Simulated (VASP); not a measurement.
# BiSb3O2 (P4/mmm) in VASP: relaxation of cell and atoms with PBE

Aim: the relaxation of cell and atoms of BiSb3O2 with PBE.

Everything below comes from runs of VASP 6.6.1. Logs are shortened: lines on timing, memory, paths and dates and some standing lists are left out, and cuts for length are marked.

## (1) The cell of the first run

Symmetry: P4/mmm, No. 123, tetragonal system. The conventional cell has a = 3.154 Å, b = 3.154 Å, c = 12.282 Å, α = 90.00°, β = 90.00°, γ = 90.00°. Within 4.1 Å of Sb (site symmetry 4mm) lie 4 O at 3.14 Å and 8 Sb at 3.15 to 3.44 Å and 1 Bi at 3.52 Å. Sb (site symmetry 4/mmm) has 12 Sb at 3.15 to 3.44 Å within 4.2 Å. Within 3.4 Å of Bi (site symmetry 4/mmm) lie 8 O at 2.59 Å and 4 Bi at 3.15 Å. Within 3.4 Å of O (site symmetry 4mm) lie 4 Bi at 2.59 Å and 5 O at 2.63 to 3.15 Å and 4 Sb at 3.14 Å.

## (2) Relaxation of cell and atoms, PBE

Contents of INCAR:

```
SYSTEM = BiSb3O2
ALGO = Normal
EDIFF = 1E-6
EDIFFG = -0.01
ENCUT = 600
GGA = PE
IBRION = 2
ISIF = 3
ISMEAR = 0
LASPH = .True.
LCHARG = .False.
LREAL = .False.
LWAVE = .False.
NELM = 100
NSW = 100
PREC = Accurate
SIGMA = 0.1
```

Contents of KPOINTS:

```
k-points
0
Gamma
  12 12 4
  0 0 0
```

Contents of POSCAR:

```
BiSb3O2
1.0
    3.1540823872      0.0000000000      0.0000000000
    0.0000000000      3.1540823872      0.0000000000
    0.0000000000      0.0000000000     12.2816129932
Sb Bi O
3 1 2
Direct
    0.0000000000      0.0000000000      0.7130087276
    0.0000000000      0.0000000000      0.2869912724
    0.5000000000      0.5000000000      0.5000000000
    0.0000000000      0.0000000000      0.0000000000
    0.5000000000      0.5000000000      0.8928435413
    0.5000000000      0.5000000000      0.1071564587
```

Potentials or basis: VASP PAW PBE potentials, release 64 (Sb, Bi_d, O).

Command:

```
$ cat potpaw_PBE.64/Sb/POTCAR potpaw_PBE.64/Bi_d/POTCAR potpaw_PBE.64/O/POTCAR > POTCAR
$ mpirun -np 1 vasp_std > vasp.out
```

OUTCAR:

```text
SYSTEM = BiSb3O2
   EDIFF = 1E-6
   EDIFFG = -0.01
   ENCUT = 600
   GGA = PE
   IBRION = 2
   ISIF = 3
   ISMEAR = 0
   LASPH = .True.
   LREAL = .False.
   NELM = 100
   NSW = 100
   PREC = Accurate

 ion  position               nearest neighbor table
   1  0.000  0.000  0.713-   3 3.44   3 3.44   3 3.44   3 3.44   4 3.52
   2  0.000  0.000  0.287-   3 3.44   3 3.44   3 3.44   3 3.44   4 3.52
   3  0.500  0.500  0.500-   1 3.44   2 3.44   1 3.44   2 3.44   1 3.44   2 3.44   1 3.44   2 3.44

   4  0.000  0.000  0.000-   5 2.59   6 2.59   5 2.59   6 2.59   5 2.59   6 2.59   5 2.59   6 2.59
                             1 3.52   2 3.52
   5  0.500  0.500  0.893-   4 2.59   4 2.59   4 2.59   4 2.59
   6  0.500  0.500  0.107-   4 2.59   4 2.59   4 2.59   4 2.59

  LATTYP: Found a simple tetragonal cell.
 ALAT       =     3.1540823872
 C/A-ratio  =     3.8938783093

  Lattice vectors:

 A1 = (   3.1540823872,   0.0000000000,   0.0000000000)
 A2 = (   0.0000000000,   3.1540823872,   0.0000000000)
 A3 = (   0.0000000000,   0.0000000000,  12.2816129932)

Analysis of symmetry for initial positions (statically):
=====================================================================
 Subroutine PRICEL returns:
 Original cell was already a primitive cell.

 Routine SETGRP: Setting up the symmetry group for a
 simple tetragonal supercell.

 Subroutine GETGRP returns: Found 16 space group operations
 (whereof 16 operations were pure point group operations)
 out of a pool of 16 trial point group operations.

The static configuration has the point symmetry D_4h.

Analysis of symmetry for dynamics (positions and initial velocities):
=====================================================================
 Subroutine PRICEL returns:
 Original cell was already a primitive cell.

 Routine SETGRP: Setting up the symmetry group for a
 simple tetragonal supercell.

 Subroutine GETGRP returns: Found 16 space group operations
 (whereof 16 operations were pure point group operations)
 out of a pool of 16 trial point group operations.

The dynamic configuration has the point symmetry D_4h.

 Subroutine INISYM returns: Found 16 space group operations
 (whereof 16 operations are pure point group operations),
 and found     1 'primitive' translations

----------------------------------------------------------------------------------------

                                     Primitive cell

  volume of cell :     122.1804

  direct lattice vectors                    reciprocal lattice vectors
     3.154082387  0.000000000  0.000000000     0.317049423  0.000000000  0.000000000
     0.000000000  3.154082387  0.000000000     0.000000000  0.317049423  0.000000000
     0.000000000  0.000000000 12.281612993     0.000000000  0.000000000  0.081422530

  length of vectors
     3.154082387  3.154082387 12.281612993     0.317049423  0.317049423  0.081422530

  position of ions in fractional coordinates (direct lattice)
     0.000000000  0.000000000  0.713008728
     0.000000000  0.000000000  0.286991272
     0.500000000  0.500000000  0.500000000
     0.000000000  0.000000000  0.000000000
     0.500000000  0.500000000  0.892843541
     0.500000000  0.500000000  0.107156459

  ion indices of the primitive-cell ions
   primitive index   ion index
                 1           1
                 2           2
                 3           3
                 4           4
                 5           5
                 6           6

----------------------------------------------------------------------------------------

 KPOINTS: k-points

Automatic generation of k-mesh.
 Grid dimensions read from file:
 generate k-points for:   12   12    4

 Generating k-lattice:

  Cartesian coordinates                     Fractional coordinates (reciprocal lattice)
     0.026420785  0.000000000  0.000000000     0.083333333  0.000000000  0.000000000
     0.000000000  0.026420785  0.000000000     0.000000000  0.083333333  0.000000000
     0.000000000  0.000000000  0.020355632     0.000000000  0.000000000  0.250000000

  Length of vectors
     0.026420785  0.026420785  0.020355632

  Shift w.r.t. Gamma in fractional coordinates (k-lattice)
     0.000000000  0.000000000  0.000000000

 Subroutine IBZKPT returns following result:
 ===========================================

 Found     84 irreducible k-points:

 Following reciprocal coordinates:
            Coordinates               Weight
  0.000000  0.000000  0.000000      1.000000
  0.083333  0.000000  0.000000      4.000000
  0.166667  0.000000  0.000000      4.000000
  0.250000  0.000000  0.000000      4.000000
  0.333333  0.000000  0.000000      4.000000
  0.416667  0.000000  0.000000      4.000000
[... 16 lines left out ...]
  0.333333  0.333333  0.000000      4.000000
  0.416667  0.333333  0.000000      8.000000
 [... further k-points ...]
   k-points           NKPTS =     84   k-points in BZ     NKDIM =     84   number of bands    NBANDS=     25
   number of dos      NEDOS =    301   number of ions     NIONS =      6
   total plane-waves  NPLWV =  76832
   dimension x,y,z NGX =    28 NGY =   28 NGZ =   98
   dimension x,y,z NGXF=    56 NGYF=   56 NGZF=  196
   ions per type =               3   1   2
   NGX,Y,Z   is equivalent  to a cutoff of  14.76, 14.76, 13.27 a.u.
   NGXF,Y,Z  is equivalent  to a cutoff of  29.52, 29.52, 26.53 a.u.
 SYSTEM =  BiSb3O2
   PREC   = accura    normal or accurate (medium, high low for compatibility)
   ISTART =      0    job   : 0-new  1-cont  2-samecut
   ICHARG =      2    charge: 1-file 2-atom 10-const
   ISPIN  =      1    spin polarized calculation?
   LNONCOLLINEAR =      F non collinear calculations
   LSORBIT =      F    spin-orbit coupling
   LASPH  =      T    aspherical Exc in radial PAW
   ENCUT  =  600.0 eV  44.10 Ry    6.64 a.u.   6.30  6.30 24.53*2*pi/ulx,y,z
   NELM   =    100;   NELMIN=  2; NELMDL= -5     # of ELM steps
   EDIFF  = 0.1E-05   stopping-criterion for ELM
   LREAL  =      F    real-space projection
   EDIFFG = -.1E-01   stopping-criterion for IOM
   NSW    =    100    number of steps for IOM
   IBRION =      2    ionic relax: 0-MD 1-quasi-New 2-CG
   NFREE  =      1    steps in history (QN), initial steepest desc. (CG)
   ISIF   =      3    stress and relaxation
   ISYM   =      2    0-nonsym 1-usesym 2-fastsym
   POTIM  = 0.5000    time-step for ionic-motion
   TEBEG  =    0.0;   TEEND  =   0.0 temperature during run
   PSTRESS=    0.0 pullay stress
   NELECT =      42.0000    total number of electrons
   NUPDOWN=      -1.0000    fix difference up-down
   EMIN   =  10.00;   EMAX   =-10.00  energy-range for DOS
   EFERMI =   0.00;   METHOD = LEGACY
   ISMEAR =     0;   SIGMA  =   0.10  broadening in eV -4-tet -1-fermi 0-gaus
   EFERMI_NEDOS =   21; number of points for ismear=-14 and -15
   IALGO  =     38    algorithm
   IMIX   =      4    mixing-type and parameters
     AMIX     =   0.40;   BMIX     =  1.00
     AMIX_MAG =   1.60;   BMIX_MAG =  1.00
  volume/ion in A,a.u.               =      20.36       137.42
  Fermi-wavevector in a.u.,A,eV,Ry     =   1.146808  2.167153 17.893960  1.315169
  Thomas-Fermi vector in A             =   2.283491
   LORBIT       =      0    0 simple, 1 ext, 2 COOP (PROOUT), +10 PAW based schemes
   GGA     = PE    functional components
   LHFCALC =     F    Hartree Fock is set to
   AEXX    =    0.0000 exact exchange contribution
   IVDW    =     0    specifies the selected vdW correction
   LEPSILON=     F    determine dielectric tensor
   LRPA    =     F    only Hartree local field effects (RPA)
 conjugate gradient relaxation of ions
 non-spin polarized calculation
 Gauss-broadening in eV      SIGMA  =   0.10
  energy-cutoff  :      600.00
  volume of cell :      122.18
 maximum number of plane-waves:      4124
 NGX is ok and might be reduce to    28
   NGX = 13   NGY = 13   NGZ = 49

--------------------------------------- Ionic step        1  -------------------------------------------

 number of electron      42.0000006 magnetization

 Free energy of the ion-electron system (eV)
  ---------------------------------------------------
  ext. energy  EPLUGINS =         0.00000000
  ---------------------------------------------------
  free energy    TOTEN  =       -26.71878838 eV

  energy without entropy =      -26.70419924  energy(sigma->0) =      -26.71149381

------------------------ aborting loop because EDIFF is reached ----------------------------------------

  FORCE on cell =-STRESS in cart. coord.  units (eV):
  Direction    XX          YY          ZZ          XY          YZ          ZX
  --------------------------------------------------------------------------------------
  -------------------------------------------------------------------------------------
  Total       -0.8407607     -0.8407607      0.1338889      0.0000000      0.0000000      0.0000000
  in kB      -11.0250738    -11.0250738      1.7557131      0.0000000      0.0000000      0.0000000
  external PRESSURE =      -6.7648115 kB  Pullay stress =       0.0000000 kB
[... 101 lines left out ...]
  FREE ENERGIE OF THE ION-ELECTRON SYSTEM (eV)
  ---------------------------------------------------
  free  energy   TOTEN  =       -26.7238841276 eV

  energy  without entropy=      -26.7096556829  energy(sigma->0) =      -26.71676991

[... ionic steps 4 to 11 ...]

--------------------------------------- Ionic step       12  -------------------------------------------

 number of electron      42.0000002 magnetization

------------------------ aborting loop because EDIFF is reached ----------------------------------------

  FORCE on cell =-STRESS in cart. coord.  units (eV):
  Direction    XX          YY          ZZ          XY          YZ          ZX
  --------------------------------------------------------------------------------------
  -------------------------------------------------------------------------------------
  Total       -0.0368827     -0.0368827      0.0452870      0.0000000     -0.0000000      0.0000000
  in kB       -0.4850396     -0.4850396      0.5955631      0.0000000     -0.0000000      0.0000000
  external PRESSURE =      -0.1248387 kB  Pullay stress =       0.0000000 kB
[... 65 lines left out ...]
  energy  without entropy=      -26.7134323360  energy(sigma->0) =      -26.72108062

--------------------------------------- Ionic step       14  -------------------------------------------

 number of electron      42.0000003 magnetization

 Free energy of the ion-electron system (eV)
  ---------------------------------------------------
  ext. energy  EPLUGINS =         0.00000000
  ---------------------------------------------------
  free energy    TOTEN  =       -26.72883124 eV

  energy without entropy =      -26.71362228  energy(sigma->0) =      -26.72122676

 E-fermi :   7.8974     XC(G=0): -10.5848

 val. band max:        7.8940384284   @ k =   0.2500   0.0000   0.2500
 cond. band min:       7.9009171782   @ k =   0.5000   0.5000   0.0000
 fundamental gap:      0.0068787498
 Fermi energy:         7.8973598271

 k-point     1 :       0.0000    0.0000    0.0000
  band No.  band energies     occupation
      1     -15.4860      2.00000
      2     -15.2833      2.00000
      3     -15.0345      2.00000
      4     -15.0345      2.00000
      5     -14.9635      2.00000
      6     -10.3500      2.00000
[... 661 lines left out ...]
     24       8.3213      0.00000
     25       8.8846      0.00000

 [... further k-points ...]
[... 5 lines left out ...]
  --------------------------------------------------------------------------------------
  -------------------------------------------------------------------------------------
  Total        0.0196503      0.0196503     -0.0054929      0.0000000      0.0000000      0.0000000
  in kB        0.2585250      0.2585250     -0.0722666      0.0000000      0.0000000      0.0000000
  external PRESSURE =       0.1482611 kB  Pullay stress =       0.0000000 kB
[... 21 lines left out ...]
  FREE ENERGIE OF THE ION-ELECTRON SYSTEM (eV)
  ---------------------------------------------------
  free  energy   TOTEN  =       -26.7288312406 eV

  energy  without entropy=      -26.7136222768  energy(sigma->0) =      -26.72122676

 reached required accuracy - stopping structural energy minimisation
```

Wall time 36 min (1 thread of Intel Xeon 6975P-C, shared host); peak memory 0.51 GiB.

What came out:

| Item | Value |
| --- | --- |
| Free energy | -26.7288 eV |
| Relaxed volume | 20.30 Å³/atom |
| Relaxed cell | a = 3.129 Å, b = 3.129 Å, c = 12.437 Å, α = 90.00°, β = 90.00°, γ = 90.00° |
| Space group after relaxing (to 0.05 Å) | P4/mmm (No. 123) |
| Energy gained by relaxing | 1.7 meV/atom |
| Ionic steps | 14 |
| Pressure after relaxing | 0.0 GPa |
| Largest force after relaxing | 0.009 eV/Å |

Forces in eV/Å, atoms in the order of the input:
```
Sb   0.000  0.000  0.009
Sb   0.000  0.000 -0.009
Sb   0.000  0.000  0.000
Bi   0.000  0.000  0.000
O    0.000  0.000 -0.007
O    0.000  0.000  0.007
```

The path:
```
step  energy change (eV)  largest force (eV/Å)  pressure (GPa)  volume (Å³)
   1              0.0000                0.0708           -0.68       122.18
   2             -0.0049                0.0814            0.47       120.66
   3             -0.0051                0.0800            0.30       120.91
   4             -0.0070                0.0703            0.16       121.19
   5             -0.0077                0.0707            0.01       121.49
   6             -0.0087                0.0500           -0.02       121.64
   7             -0.0097                0.0133           -0.17       122.04
   8             -0.0096                0.0502            0.28       121.50
   9             -0.0099                0.0294            0.03       121.80
  10             -0.0099                0.0285            0.03       121.81
  11             -0.0099                0.0212           -0.07       121.93
  12             -0.0099                0.0272           -0.01       121.83
  13             -0.0099                0.0283           -0.02       121.82
  14             -0.0100                0.0093            0.01       121.78
```

Final structure:
```xyz
6
Lattice="3.1292 0.0000 0.0000 0.0000 3.1292 0.0000 0.0000 0.0000 12.4366" Properties=species:S:1:pos:R:3 pbc="T T T"
Sb    0.0000    0.0000    8.9027
Sb    0.0000    0.0000    3.5339
Sb    1.5646    1.5646    6.2183
Bi    3.1292    0.0000    0.0000
O     1.5646    1.5646   11.1171
O     1.5646    1.5646    1.3195
```

Levels at points of the mesh, in eV from the Fermi level:
```
           k point  band 18  band 19  band 20  band 21  band 22  band 23  band 24  band 25
(0.00, 0.00, 0.00)    -1.34     0.49     0.49     2.66     2.66     3.98     3.98     4.24
(0.50, 0.00, 0.00)    -1.47    -1.40    -0.96    -0.30     0.75     1.43     1.57     4.67
(0.50, 0.50, 0.00)    -2.80    -2.02    -2.02    -1.40    -1.40    -1.30    -0.03     0.00
(0.00, 0.00, 0.50)    -1.36    -0.94     2.52     2.67     2.67     3.06     3.95     3.95
(0.50, 0.00, 0.50)    -1.57    -1.40    -0.80    -0.05     0.26     1.52     1.84     4.87
(0.50, 0.50, 0.50)    -2.81    -2.66    -2.66    -1.25    -1.08    -1.08    -0.48    -0.05
```

Caveat: the bands computed are all filled at some k points, so no gap is given; spin-orbit coupling is left out, which moves the levels of the heavy elements.
